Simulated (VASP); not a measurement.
# TePt3W (P1) in VASP: relaxation of cell and atoms with PBE

Aim: the relaxation of cell and atoms of TePt3W with PBE.

Program: VASP 6.6.1. These are calculated values, not measurements. Logs are shortened: lines on timing, memory, paths and dates and some standing lists are left out, and cuts for length are marked.

## Step 1: The cell of the first run

The typed cell holds 10 atoms: a = 4.649 Å, b = 4.720 Å, c = 9.266 Å, α = 92.78°, β = 98.35°, γ = 93.75°.

## Step 2: Relaxation of cell and atoms, PBE

INCAR

```
SYSTEM = TePt3W
PREC     = Accurate       ! precision mode
ENCUT    = 600            ! plane-wave cutoff, eV
EDIFF    = 1E-7           ! SCF threshold, eV
ISMEAR   = 0              ! smearing method
SIGMA    = 0.1            ! smearing width, eV
LREAL    = .False.        ! projectors in reciprocal space
LASPH    = .True.         ! aspherical terms in the spheres
NELM     = 100            ! most SCF steps
ALGO     = Normal         ! electronic algorithm
ISIF     = 3              ! what is computed and relaxed
LWAVE    = .False.        ! write WAVECAR
LCHARG   = .False.        ! write CHGCAR
GGA      = PE             ! functional
IBRION   = 2              ! ionic algorithm
NSW      = 90             ! ionic steps
EDIFFG   = -0.04          ! ionic threshold
```

KPOINTS

```
regular mesh
0
Gamma
  4 4 2
  0 0 0
```

POSCAR

```
TePt3W
1.0
   -4.6171116099      0.0484525242      0.5439403647
    0.3552459019      4.7061889950     -0.0395850937
    0.2601166072     -0.5487744751     -9.2457747693
Te Pt W
2 6 2
Direct
    0.1553673567      0.0572420102      0.9678186615
    0.0946431732      0.0492038302      0.4530405455
    0.8511552181      0.5036594493      0.3270414292
    0.9372915764      0.4137397093      0.6607059822
    0.4149159420      0.5989018647      0.5198275107
    0.5532526571      0.6743049048      0.0227145100
    0.5309934648      0.9785064779      0.2904341587
    0.7016811609      0.9068229870      0.7607180792
    0.3024649573      0.4360218125      0.2128296362
    0.4582344933      0.3815969537      0.7848694868
```

Potentials or basis: VASP PAW PBE potentials, release 64 (Te, Pt, W_sv).

Launch:

```bash
> cat potpaw_PBE.64/Te/POTCAR potpaw_PBE.64/Pt/POTCAR potpaw_PBE.64/W_sv/POTCAR > POTCAR
> mpirun -np 1 vasp_std > vasp.out
```

OUTCAR:

```text
SYSTEM = TePt3W
   PREC = Accurate
   ENCUT = 600
   EDIFF = 1E-7
   ISMEAR = 0
   LREAL = .False.
   LASPH = .True.
   NELM = 100
   ISIF = 3
   GGA = PE
   IBRION = 2
   NSW = 90
   EDIFFG = -0.04

 ion  position               nearest neighbor table
   1  0.155  0.057  0.968-   8 2.67   6 2.68   9 2.80  10 2.80   7 3.29   6 3.32   6 3.35   4 3.44
                             8 3.49
   2  0.095  0.049  0.453-   5 2.72   3 2.72   7 2.72   4 2.73   7 2.82   3 2.87   5 2.90   9 3.16
                            10 3.53
   3  0.851  0.504  0.327-   9 2.51   9 2.61   2 2.72   7 2.78   7 2.79   2 2.87   5 2.93   5 2.94
                             4 3.11   6 3.12
   4  0.937  0.414  0.661-  10 2.54  10 2.65   2 2.73   5 2.80   8 2.81   8 2.82   5 2.85   3 3.11
                             1 3.44
   5  0.415  0.599  0.520-  10 2.69   2 2.72   8 2.73   4 2.80   4 2.85   9 2.87   2 2.90   7 2.93
                             3 2.93   3 2.94
   6  0.553  0.674  0.023-  10 2.51   9 2.52   1 2.68   7 2.82   8 2.87   3 3.12   1 3.32   1 3.35

   7  0.531  0.979  0.290-   9 2.56   2 2.72   9 2.73   3 2.78   3 2.79   2 2.82   6 2.82   5 2.93
                             1 3.29
   8  0.702  0.907  0.761-  10 2.59   1 2.67  10 2.69   5 2.73   4 2.81   4 2.82   6 2.87   1 3.49

   9  0.302  0.436  0.213-   3 2.51   6 2.52   7 2.56   3 2.61   7 2.73   1 2.80   5 2.87   2 3.16

  10  0.458  0.382  0.785-   6 2.51   4 2.54   8 2.59   4 2.65   8 2.69   5 2.69   1 2.80   2 3.53

  LATTYP: Found a triclinic cell.
 ALAT       =     6.4050362629
 B/A-ratio  =     0.7368801051
 C/A-ratio  =     1.7101628371
 COS(alpha) =     0.0133567074
 COS(beta)  =     0.4071233426
 COS(gamma) =     0.6894534098

  Lattice vectors:

 A1 = (   4.2618657080,  -4.7546415192,  -0.5043552710)
 A2 = (  -0.3552459019,  -4.7061889950,   0.0395850937)
 A3 = (   4.8772282171,  -0.5972269993,  -9.7897151340)

Analysis of symmetry for initial positions (statically):
=====================================================================
 Subroutine PRICEL returns:
 Original cell was already a primitive cell.

 Routine SETGRP: Setting up the symmetry group for a
 triclinic supercell.

 Subroutine GETGRP returns: Found  1 space group operations
 (whereof  1 operations were pure point group operations)
 out of a pool of  2 trial point group operations.

The static configuration has the point symmetry C_1 .

Analysis of symmetry for dynamics (positions and initial velocities):
=====================================================================
 Subroutine PRICEL returns:
 Original cell was already a primitive cell.

 Routine SETGRP: Setting up the symmetry group for a
 triclinic supercell.

 Subroutine GETGRP returns: Found  1 space group operations
 (whereof  1 operations were pure point group operations)
 out of a pool of  2 trial point group operations.

The dynamic configuration has the point symmetry C_1 .

 Subroutine INISYM returns: Found  1 space group operations
 (whereof  1 operations are pure point group operations),
 and found     1 'primitive' translations

----------------------------------------------------------------------------------------

                                     Primitive cell

  volume of cell :     200.3885

  direct lattice vectors                    reciprocal lattice vectors
    -4.617111610  0.048452524  0.543940365    -0.217248459  0.016339397 -0.007081784
     0.355245902  4.706188995 -0.039585094     0.000745954  0.212324021 -0.012581311
     0.260116607 -0.548774475 -9.245774769    -0.012784189  0.000052218 -0.108520277

  length of vectors
     4.649294397  4.719743795  9.265698309     0.217977110  0.212697757  0.109270713

  position of ions in fractional coordinates (direct lattice)
     0.155367357  0.057242010  0.967818661
     0.094643173  0.049203830  0.453040546
     0.851155218  0.503659449  0.327041429
     0.937291576  0.413739709  0.660705982
     0.414915942  0.598901865  0.519827511
     0.553252657  0.674304905  0.022714510
     0.530993465  0.978506478  0.290434159
     0.701681161  0.906822987  0.760718079
     0.302464957  0.436021813  0.212829636
     0.458234493  0.381596954  0.784869487

  ion indices of the primitive-cell ions
   primitive index   ion index
                 1           1
                 2           2
                 3           3
                 4           4
                 5           5
                 6           6
                 7           7
                 8           8
                 9           9
                10          10

----------------------------------------------------------------------------------------

 KPOINTS: regular mesh

Automatic generation of k-mesh.
 Grid dimensions read from file:
 generate k-points for:    4    4    2

 Generating k-lattice:

  Cartesian coordinates                     Fractional coordinates (reciprocal lattice)
    -0.054312115  0.004084849 -0.001770446     0.250000000  0.000000000  0.000000000
     0.000186488  0.053081005 -0.003145328     0.000000000  0.250000000 -0.000000000
    -0.006392095  0.000026109 -0.054260138    -0.000000000  0.000000000  0.500000000

  Length of vectors
     0.054494278  0.053174439  0.054635356

  Shift w.r.t. Gamma in fractional coordinates (k-lattice)
     0.000000000  0.000000000  0.000000000

 Subroutine IBZKPT returns following result:
 ===========================================

 Found     20 irreducible k-points:

 Following reciprocal coordinates:
            Coordinates               Weight
  0.000000  0.000000  0.000000      1.000000
  0.250000  0.000000 -0.000000      2.000000
  0.500000  0.000000 -0.000000      1.000000
  0.000000  0.250000 -0.000000      2.000000
  0.250000  0.250000 -0.000000      2.000000
  0.500000  0.250000 -0.000000      2.000000
[... 12 lines left out ...]
  0.250000  0.500000  0.500000      2.000000
  0.500000  0.500000  0.500000      1.000000
   k-points           NKPTS =     20   k-points in BZ     NKDIM =     20   number of bands    NBANDS=     60
   number of dos      NEDOS =    301   number of ions     NIONS =     10
   total plane-waves  NPLWV = 128000
   dimension x,y,z NGX =    40 NGY =   40 NGZ =   80
   dimension x,y,z NGXF=    80 NGYF=   80 NGZF=  160
   ions per type =               2   6   2
   NGX,Y,Z   is equivalent  to a cutoff of  14.30, 14.09, 14.35 a.u.
   NGXF,Y,Z  is equivalent  to a cutoff of  28.61, 28.18, 28.71 a.u.
 SYSTEM =  TePt3W
   PREC   = accura    normal or accurate (medium, high low for compatibility)
   ISTART =      0    job   : 0-new  1-cont  2-samecut
   ICHARG =      2    charge: 1-file 2-atom 10-const
   ISPIN  =      1    spin polarized calculation?
   LNONCOLLINEAR =      F non collinear calculations
   LSORBIT =      F    spin-orbit coupling
   LASPH  =      T    aspherical Exc in radial PAW
   ENCUT  =  600.0 eV  44.10 Ry    6.64 a.u.   9.29  9.43 18.51*2*pi/ulx,y,z
   NELM   =    100;   NELMIN=  2; NELMDL= -5     # of ELM steps
   EDIFF  = 0.1E-06   stopping-criterion for ELM
   LREAL  =      F    real-space projection
   EDIFFG = -.4E-01   stopping-criterion for IOM
   NSW    =     90    number of steps for IOM
   IBRION =      2    ionic relax: 0-MD 1-quasi-New 2-CG
   NFREE  =      1    steps in history (QN), initial steepest desc. (CG)
   ISIF   =      3    stress and relaxation
   ISYM   =      2    0-nonsym 1-usesym 2-fastsym
   POTIM  = 0.5000    time-step for ionic-motion
   TEBEG  =    0.0;   TEEND  =   0.0 temperature during run
   PSTRESS=    0.0 pullay stress
   NELECT =     100.0000    total number of electrons
   NUPDOWN=      -1.0000    fix difference up-down
   EMIN   =  10.00;   EMAX   =-10.00  energy-range for DOS
   EFERMI =   0.00;   METHOD = LEGACY
   ISMEAR =     0;   SIGMA  =   0.10  broadening in eV -4-tet -1-fermi 0-gaus
   EFERMI_NEDOS =   21; number of points for ismear=-14 and -15
   IALGO  =     38    algorithm
   IMIX   =      4    mixing-type and parameters
     AMIX     =   0.40;   BMIX     =  1.00
     AMIX_MAG =   1.60;   BMIX_MAG =  1.00
  volume/ion in A,a.u.               =      20.04       135.23
  Fermi-wavevector in a.u.,A,eV,Ry     =   1.298526  2.453858 22.941726  1.686169
  Thomas-Fermi vector in A             =   2.429848
   LORBIT       =      0    0 simple, 1 ext, 2 COOP (PROOUT), +10 PAW based schemes
   GGA     = PE    functional components
   LHFCALC =     F    Hartree Fock is set to
   AEXX    =    0.0000 exact exchange contribution
   IVDW    =     0    specifies the selected vdW correction
   LEPSILON=     F    determine dielectric tensor
   LRPA    =     F    only Hartree local field effects (RPA)
 conjugate gradient relaxation of ions
 non-spin polarized calculation
 Gauss-broadening in eV      SIGMA  =   0.10
  energy-cutoff  :      600.00
  volume of cell :      200.39
 maximum number of plane-waves:      6712
 NGX is ok and might be reduce to    40
   NGX = 19   NGY = 19   NGZ = 37

--------------------------------------- Ionic step        1  -------------------------------------------

 number of electron     100.0000000 magnetization

 Free energy of the ion-electron system (eV)
  ---------------------------------------------------
  ext. energy  EPLUGINS =         0.00000000
  ---------------------------------------------------
  free energy    TOTEN  =       -67.63287476 eV

  energy without entropy =      -67.60662600  energy(sigma->0) =      -67.61975038

------------------------ aborting loop because EDIFF is reached ----------------------------------------

  FORCE on cell =-STRESS in cart. coord.  units (eV):
  Direction    XX          YY          ZZ          XY          YZ          ZX
  --------------------------------------------------------------------------------------
  -------------------------------------------------------------------------------------
  Total        0.2720532      0.2850379      0.2890252     -0.1388634      0.1211497     -0.2026591
  in kB        2.1751628      2.2789798      2.3108593     -1.1102625      0.9686351     -1.6203315
  external PRESSURE =       2.2550006 kB  Pullay stress =       0.0000000 kB
[... 293 lines left out ...]
  energy  without entropy=      -67.6092150852  energy(sigma->0) =      -67.62267828

--------------------------------------- Ionic step        8  -------------------------------------------

 number of electron      99.9999998 magnetization

 Free energy of the ion-electron system (eV)
  ---------------------------------------------------
  ext. energy  EPLUGINS =         0.00000000
  ---------------------------------------------------
  free energy    TOTEN  =       -67.63650047 eV

  energy without entropy =      -67.60943515  energy(sigma->0) =      -67.62296781

 E-fermi :   8.7904     XC(G=0): -11.6806

 val. band max:        8.7894469586   @ k =   0.5000   0.5000  -0.0000
 cond. band min:       8.8013969992   @ k =  -0.0000   0.2500   0.5000
 fundamental gap:      0.0119500407
 Fermi energy:         8.7904019135

 k-point     1 :       0.0000    0.0000    0.0000
  band No.  band energies     occupation
      1     -65.9078      2.00000
      2     -65.7966      2.00000
      3     -30.1396      2.00000
      4     -30.1023      2.00000
      5     -30.0486      2.00000
      6     -30.0113      2.00000
[... 1286 lines left out ...]
  FREE ENERGIE OF THE ION-ELECTRON SYSTEM (eV)
  ---------------------------------------------------
  free  energy   TOTEN  =       -67.6365004696 eV

  energy  without entropy=      -67.6094351464  energy(sigma->0) =      -67.62296781

 reached required accuracy - stopping structural energy minimisation
```

Wall time 16 min (1 thread of Intel Xeon 6975P-C (Granite Rapids), shared host); peak memory 0.53 GiB.

What came out:

- Free energy: -67.6365 eV
- Relaxed volume: 20.05 Å³/atom
- Relaxed cell: a = 4.653 Å, b = 4.724 Å, c = 9.258 Å, α = 92.78°, β = 98.54°, γ = 93.64°
- Space group after relaxing (to 0.1 Å): P1 (No. 1)
- Energy gained by relaxing: 0.4 meV/atom
- Ionic steps: 8
- Pressure after relaxing: 0.0 GPa
- Largest force after relaxing: 0.029 eV/Å
- Band gap on the k mesh: zero (bands 50 and 51 overlap by 0.13 eV)

Forces on the atoms (eV/Å):
```
Te  -0.025  0.012 -0.009
Te   0.012  0.000  0.000
Pt   0.015  0.013 -0.004
Pt  -0.007 -0.005 -0.002
Pt   0.008 -0.007 -0.002
Pt  -0.010 -0.018  0.009
Pt   0.009  0.005  0.016
Pt   0.002 -0.005 -0.008
W    0.019  0.013 -0.002
W   -0.024 -0.009  0.002
```

Step by step:
```
step  energy change (eV)  largest force (eV/Å)  pressure (GPa)  volume (Å³)
   1              0.0000                0.1024            0.23       200.39
   2             -0.0012                0.0707           -0.50       201.21
   3             -0.0016                0.0679           -0.27       200.94
   4             -0.0024                0.0731            0.16       200.41
   5             -0.0025                0.0569            0.05       200.55
   6             -0.0030                0.0418            0.02       200.55
   7             -0.0033                0.0523           -0.01       200.55
   8             -0.0036                0.0295            0.03       200.50
```

Final structure:
```cif
data_structure
_symmetry_space_group_name_H-M 'P 1'
_symmetry_Int_Tables_number 1
_cell_length_a 4.6527
_cell_length_b 4.7244
_cell_length_c 9.2583
_cell_angle_alpha 92.784
_cell_angle_beta 98.540
_cell_angle_gamma 93.644
_cell_volume 200.50
loop_
_atom_site_label
_atom_site_type_symbol
_atom_site_fract_x
_atom_site_fract_y
_atom_site_fract_z
_atom_site_occupancy
Te1 Te 0.15475 0.05663 0.96797 1
Te2 Te 0.09510 0.04880 0.45141 1
Pt1 Pt 0.84885 0.50381 0.32747 1
Pt2 Pt 0.93695 0.41279 0.66009 1
Pt3 Pt 0.41543 0.60134 0.52050 1
Pt4 Pt 0.55400 0.67470 0.02341 1
Pt5 Pt 0.53057 0.97750 0.29041 1
Pt6 Pt 0.70353 0.90628 0.76067 1
W1 W 0.30063 0.43639 0.21302 1
W2 W 0.46019 0.38176 0.78504 1
```

Caveat: spin-orbit coupling is left out, which moves the levels of the heavy elements.
